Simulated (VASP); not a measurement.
# AlV3N4 (P4/mmm) in VASP: a series of runs

The runs below take AlV3N4 through single point, relaxation of cell and atoms, with PBE.

Everything below comes from runs of VASP 6.6.1. Logs are shortened: lines on timing, memory, paths and dates and some standing lists are left out, and cuts for length are marked.

**1. The cell of the first run**

Symmetry: P4/mmm, No. 123, tetragonal system. The conventional cell has a = 2.892 Å, b = 2.892 Å, c = 8.374 Å, α = 90.00°, β = 90.00°, γ = 90.00°. Al (site symmetry 4/mmm) has 6 N at 2.04 Å within 2.7 Å. Within 2.6 Å of V (site symmetry 4mm) lie 6 N at 1.98 to 2.21 Å. Within 2.7 Å of V (site symmetry 4/mmm) lie 6 N at 2.04 to 2.15 Å. Within 2.7 Å of N (site symmetry 4/mmm) lie 4 Al at 2.04 Å and 2 V at 2.21 Å. Within 2.7 Å of N (site symmetry 4mm) lie 1 Al at 2.04 Å and 5 V at 2.05 to 2.15 Å. N (site symmetry 4/mmm) has 6 V at 1.98 to 2.04 Å within 2.6 Å.

**2. Single point, PBE, collinear spin, ferrimagnetic start**

Input file INCAR:

```
PREC     = Accurate       # precision mode
ENCUT    = 520            # plane-wave cutoff, eV
EDIFF    = 1E-6           # SCF threshold, eV
ISMEAR   = 0              # smearing method
SIGMA    = 0.1            # smearing width, eV
LREAL    = F              # projectors in reciprocal space
LASPH    = T              # aspherical terms in the spheres
NELM     = 150            # most SCF steps
ALGO     = Normal         # electronic algorithm
ISIF     = 2              # what is computed and relaxed
LWAVE    = F              # write WAVECAR
LCHARG   = T              # write CHGCAR
ISPIN    = 2              # spin polarisation
MAGMOM   = 0 2 2 -2 0 0 0 0 # initial moments
LORBIT   = 11             # projections on sites
LMAXMIX  = 4              # l up to which the mixer works
GGA      = PE             # functional
LELF     = T              # ELF
LVHAR    = T            
NBANDS   = 45             # bands
```

Input file KPOINTS:

```
regular mesh
0
Gamma
  6 6 2
```

Input file POSCAR:

```
AlV3N4
1.0
    2.8920576256      0.0000000000      0.0000000000
    0.0000000000      2.8920576256      0.0000000000
    0.0000000000      0.0000000000      8.3743669156
Al V N
1 3 4
Direct
    0.5000000000      0.5000000000      0.0000000000
    0.0000000000      0.0000000000      0.7365345355
    0.0000000000      0.0000000000      0.2634654645
    0.5000000000      0.5000000000      0.5000000000
    0.0000000000      0.0000000000      0.0000000000
    0.5000000000      0.5000000000      0.2430293327
    0.0000000000      0.0000000000      0.5000000000
    0.5000000000      0.5000000000      0.7569706673
```

Potentials or basis: VASP PAW PBE potentials, release 64 (Al, V_sv, N).

Launch:

```console
> cat potpaw_PBE.64/Al/POTCAR potpaw_PBE.64/V_sv/POTCAR potpaw_PBE.64/N/POTCAR > POTCAR
> mpirun -np 1 vasp_std > vasp.out
```

OUTCAR:

```text
PREC = Accurate
   ENCUT = 520
   EDIFF = 1E-6
   ISMEAR = 0
   LREAL = F
   LASPH = T
   NELM = 150
   ISIF = 2
   ISPIN = 2
   LORBIT = 11
   GGA = PE

 ion  position               nearest neighbor table
   1  0.500  0.500  0.000-   6 2.04   8 2.04   5 2.04   5 2.04   5 2.04   5 2.04   3 3.01   3 3.01
                             2 3.01   3 3.01   2 3.01   2 3.01   3 3.01   2 3.01
   2  0.000  0.000  0.737-   7 1.98   8 2.05   8 2.05   8 2.05   8 2.05   5 2.21   4 2.85   4 2.85
                             4 2.85   4 2.85   1 3.01   1 3.01   1 3.01   1 3.01
   3  0.000  0.000  0.263-   7 1.98   6 2.05   6 2.05   6 2.05   6 2.05   5 2.21   4 2.85   4 2.85
                             4 2.85   4 2.85   1 3.01   1 3.01   1 3.01   1 3.01
   4  0.500  0.500  0.500-   7 2.04   7 2.04   7 2.04   7 2.04   8 2.15   6 2.15   3 2.85   3 2.85
                             2 2.85   3 2.85   2 2.85   2 2.85   3 2.85   2 2.85
   5  0.000  0.000  0.000-   1 2.04   1 2.04   1 2.04   1 2.04   3 2.21   2 2.21
   6  0.500  0.500  0.243-   1 2.04   3 2.05   3 2.05   3 2.05   3 2.05   4 2.15
   7  0.000  0.000  0.500-   2 1.98   3 1.98   4 2.04   4 2.04   4 2.04   4 2.04
   8  0.500  0.500  0.757-   1 2.04   2 2.05   2 2.05   2 2.05   2 2.05   4 2.15

  LATTYP: Found a simple tetragonal cell.
 ALAT       =     2.8920576256
 C/A-ratio  =     2.8956431717

  Lattice vectors:

 A1 = (   2.8920576256,   0.0000000000,   0.0000000000)
 A2 = (   0.0000000000,   2.8920576256,   0.0000000000)
 A3 = (   0.0000000000,   0.0000000000,   8.3743669156)

Analysis of symmetry for initial positions (statically):
=====================================================================
 Subroutine PRICEL returns:
 Original cell was already a primitive cell.

 Routine SETGRP: Setting up the symmetry group for a
 simple tetragonal supercell.

 Subroutine GETGRP returns: Found 16 space group operations
 (whereof 16 operations were pure point group operations)
 out of a pool of 16 trial point group operations.

The static configuration has the point symmetry D_4h.

Analysis of symmetry for dynamics (positions and initial velocities):
=====================================================================
 Subroutine PRICEL returns:
 Original cell was already a primitive cell.

 Routine SETGRP: Setting up the symmetry group for a
 simple tetragonal supercell.

 Subroutine GETGRP returns: Found 16 space group operations
 (whereof 16 operations were pure point group operations)
 out of a pool of 16 trial point group operations.

The dynamic configuration has the point symmetry D_4h.

Analysis of structural, dynamic, and magnetic symmetry:
=====================================================================
 Subroutine PRICEL returns:
 Original cell was already a primitive cell.

 Routine SETGRP: Setting up the symmetry group for a
 simple tetragonal supercell.

 Subroutine GETGRP returns: Found 16 space group operations
 (whereof 16 operations were pure point group operations)
 out of a pool of 16 trial point group operations.

The overall configuration has the point symmetry D_4h.

 Subroutine INISYM returns: Found 16 space group operations
 (whereof 16 operations are pure point group operations),
 and found     1 'primitive' translations

----------------------------------------------------------------------------------------

                                     Primitive cell

  volume of cell :      70.0432

  direct lattice vectors                    reciprocal lattice vectors
     2.892057626  0.000000000  0.000000000     0.345774576  0.000000000  0.000000000
     0.000000000  2.892057626  0.000000000     0.000000000  0.345774576  0.000000000
     0.000000000  0.000000000  8.374366916     0.000000000  0.000000000  0.119412012

  length of vectors
     2.892057626  2.892057626  8.374366916     0.345774576  0.345774576  0.119412012

  position of ions in fractional coordinates (direct lattice)
     0.500000000  0.500000000  0.000000000
     0.000000000  0.000000000  0.736534535
     0.000000000  0.000000000  0.263465465
     0.500000000  0.500000000  0.500000000
     0.000000000  0.000000000  0.000000000
     0.500000000  0.500000000  0.243029333
     0.000000000  0.000000000  0.500000000
     0.500000000  0.500000000  0.756970667

[... 65 lines left out ...]
   NGX,Y,Z   is equivalent  to a cutoff of  13.80, 13.80, 12.71 a.u.
   NGXF,Y,Z  is equivalent  to a cutoff of  27.59, 27.59, 25.41 a.u.
 SYSTEM =  unknown system
   PREC   = accura    normal or accurate (medium, high low for compatibility)
   ISTART =      0    job   : 0-new  1-cont  2-samecut
   ICHARG =      2    charge: 1-file 2-atom 10-const
   ISPIN  =      2    spin polarized calculation?
   LNONCOLLINEAR =      F non collinear calculations
   LSORBIT =      F    spin-orbit coupling
   LASPH  =      T    aspherical Exc in radial PAW
   ENCUT  =  520.0 eV  38.22 Ry    6.18 a.u.   5.38  5.38 15.57*2*pi/ulx,y,z
   NELM   =    150;   NELMIN=  2; NELMDL= -5     # of ELM steps
   EDIFF  = 0.1E-05   stopping-criterion for ELM
   LREAL  =      F    real-space projection
   EDIFFG = 0.1E-04   stopping-criterion for IOM
   NSW    =      0    number of steps for IOM
   IBRION =     -1    ionic relax: 0-MD 1-quasi-New 2-CG
   NFREE  =      0    steps in history (QN), initial steepest desc. (CG)
   ISIF   =      2    stress and relaxation
   ISYM   =      2    0-nonsym 1-usesym 2-fastsym
   POTIM  = 0.5000    time-step for ionic-motion
   TEBEG  =    0.0;   TEEND  =   0.0 temperature during run
   PSTRESS=    0.0 pullay stress
   NELECT =      62.0000    total number of electrons
   NUPDOWN=      -1.0000    fix difference up-down
   EMIN   =  10.00;   EMAX   =-10.00  energy-range for DOS
   EFERMI =   0.00;   METHOD = LEGACY
   ISMEAR =     0;   SIGMA  =   0.10  broadening in eV -4-tet -1-fermi 0-gaus
   EFERMI_NEDOS =   21; number of points for ismear=-14 and -15
   IALGO  =     38    algorithm
   IMIX   =      4    mixing-type and parameters
     AMIX     =   0.40;   BMIX     =  1.00
     AMIX_MAG =   1.60;   BMIX_MAG =  1.00
  volume/ion in A,a.u.               =       8.76        59.08
  Fermi-wavevector in a.u.,A,eV,Ry     =   1.571871  2.970405 33.616961  2.470777
  Thomas-Fermi vector in A             =   2.673390
   LORBIT       =     11    0 simple, 1 ext, 2 COOP (PROOUT), +10 PAW based schemes
   GGA     = PE    functional components
   LHFCALC =     F    Hartree Fock is set to
   AEXX    =    0.0000 exact exchange contribution
   IVDW    =     0    specifies the selected vdW correction
   LEPSILON=     F    determine dielectric tensor
   LRPA    =     F    only Hartree local field effects (RPA)
 spin polarized calculation
 Gauss-broadening in eV      SIGMA  =   0.10
  energy-cutoff  :      520.00
  volume of cell :       70.04
 maximum number of plane-waves:      1904
 NGX is ok and might be reduce to    24
   NGX = 11   NGY = 11   NGZ = 31

 number of electron      61.9999992 magnetization       1.1736196

 Free energy of the ion-electron system (eV)
  ---------------------------------------------------
  ext. energy  EPLUGINS =         0.00000000
  ---------------------------------------------------
  free energy    TOTEN  =       -72.20932336 eV

  energy without entropy =      -72.18233719  energy(sigma->0) =      -72.19583027

 E-fermi :  11.5814     XC(G=0): -13.1954

 val. band max:       11.5811561083   @ k =   0.5000   0.0000   0.0000
 cond. band min:      11.5949624850   @ k =   0.1667   0.1667   0.5000
 fundamental gap:      0.0138063768
 Fermi energy:        11.5814398833

 spin component 1

 k-point     1 :       0.0000    0.0000    0.0000
  band No.  band energies     occupation
      1     -54.0734      1.00000
      2     -54.0696      1.00000
      3     -53.5046      1.00000
      4     -28.0191      1.00000
      5     -27.9926      1.00000
      6     -27.8187      1.00000
[... 909 lines left out ...]
     42      14.4354      0.00000
     43      14.5153      0.00000
 Fermi energy:        11.5814398833

 spin component 2

 k-point     1 :       0.0000    0.0000    0.0000
  band No.  band energies     occupation
      1     -53.9482      1.00000
      2     -53.2925      1.00000
      3     -53.2894      1.00000
      4     -27.8747      1.00000
      5     -27.7196      1.00000
      6     -27.7196      1.00000
[... 909 lines left out ...]
     42      14.5727      0.00000
     43      14.7048      0.00000
 [bands above 43 left out]

------------------------ aborting loop because EDIFF is reached ----------------------------------------

  FORCE on cell =-STRESS in cart. coord.  units (eV):
  Direction    XX          YY          ZZ          XY          YZ          ZX
  --------------------------------------------------------------------------------------
  -------------------------------------------------------------------------------------
  Total        0.2567550      0.2567550      0.2141578      0.0000000      0.0000000     -0.0000000
  in kB        5.8730480      5.8730480      4.8986754      0.0000000      0.0000000     -0.0000000
  external PRESSURE =       5.5482572 kB  Pullay stress =       0.0000000 kB

 VOLUME and BASIS-vectors are now :
 -----------------------------------------------------------------------------
  energy-cutoff  :      520.00
  volume of cell :       70.04
      direct lattice vectors                 reciprocal lattice vectors
     2.892057626  0.000000000  0.000000000     0.345774576  0.000000000  0.000000000
     0.000000000  2.892057626  0.000000000     0.000000000  0.345774576  0.000000000
     0.000000000  0.000000000  8.374366916     0.000000000  0.000000000  0.119412012

 POSITION                                       TOTAL-FORCE (eV/Angst)
 -----------------------------------------------------------------------------------
      1.44603      1.44603      0.00000         0.000000     -0.000000      0.000000
      0.00000      0.00000      6.16801         0.000000     -0.000000      0.033809
      0.00000      0.00000      2.20636        -0.000000     -0.000000     -0.033809
      1.44603      1.44603      4.18718         0.000000     -0.000000      0.000000
      0.00000      0.00000      0.00000         0.000000     -0.000000      0.000000
      1.44603      1.44603      2.03522         0.000000      0.000000     -0.019141
      0.00000      0.00000      4.18718         0.000000     -0.000000      0.000000
      1.44603      1.44603      6.33915         0.000000      0.000000      0.019141
 -----------------------------------------------------------------------------------
    total drift:                                0.000000      0.000000     -0.000000

  FREE ENERGIE OF THE ION-ELECTRON SYSTEM (eV)
  ---------------------------------------------------
  free  energy   TOTEN  =       -72.2093233561 eV

  energy  without entropy=      -72.1823371898  energy(sigma->0) =      -72.19583027

 total charge

# of ion       s       p       d       tot
------------------------------------------
    1        0.316   0.373   0.000   0.689
    2        2.248   6.287   3.131  11.666
    3        2.248   6.287   3.131  11.666
    4        2.233   6.273   3.186  11.693
    5        1.224   2.557   0.000   3.782
    6        1.242   2.529   0.000   3.771
    7        1.249   2.543   0.000   3.792
    8        1.242   2.529   0.000   3.771
--------------------------------------------------
tot         12.002  29.378   9.449  50.830

 magnetization (x)

# of ion       s       p       d       tot
------------------------------------------
    1        0.007   0.002   0.000   0.010
    2        0.005   0.006   0.746   0.758
    3        0.005   0.006   0.746   0.758
    4       -0.004  -0.004  -0.425  -0.433
    5       -0.001  -0.001   0.000  -0.002
    6       -0.002  -0.014   0.000  -0.016
    7        0.001   0.014   0.000   0.015
    8       -0.002  -0.014   0.000  -0.016
--------------------------------------------------
tot          0.011  -0.005   1.068   1.073
```

It took 4.6 min on 1 thread of Intel Xeon 8259CL, shared host; peak memory 0.26 GiB.

What came out:

```yaml
Free_energy: -72.2093 eV
Pressure: 0.6 GPa
Largest_force: 0.034 eV/Å
Net_moment: 1.17 μB per cell
Site_moments: Al +0.01; V +0.76, -0.43 (each value once); N -0.00, -0.02, +0.01 (each value once) μB
Valence_electrons_inside_the_program's_atomic_spheres: Al 0.69; V 11.67, 11.69 (each value once); N 3.78, 3.77, 3.79 (each value once)
```

Forces in eV/Å, atoms in the order of the input:
```
Al   0.000  0.000  0.000
V    0.000  0.000  0.034
V    0.000  0.000 -0.034
V    0.000  0.000  0.000
N    0.000  0.000  0.000
N    0.000  0.000 -0.019
N    0.000  0.000  0.000
N    0.000  0.000  0.019
```

Stress tensor (GPa, compression positive):
```
0.59 0.00 0.00
0.00 0.59 0.00
0.00 0.00 0.49
```

Caveat: the k points lie up to 0.38 Å⁻¹ apart.

[end of part 1 of 2]
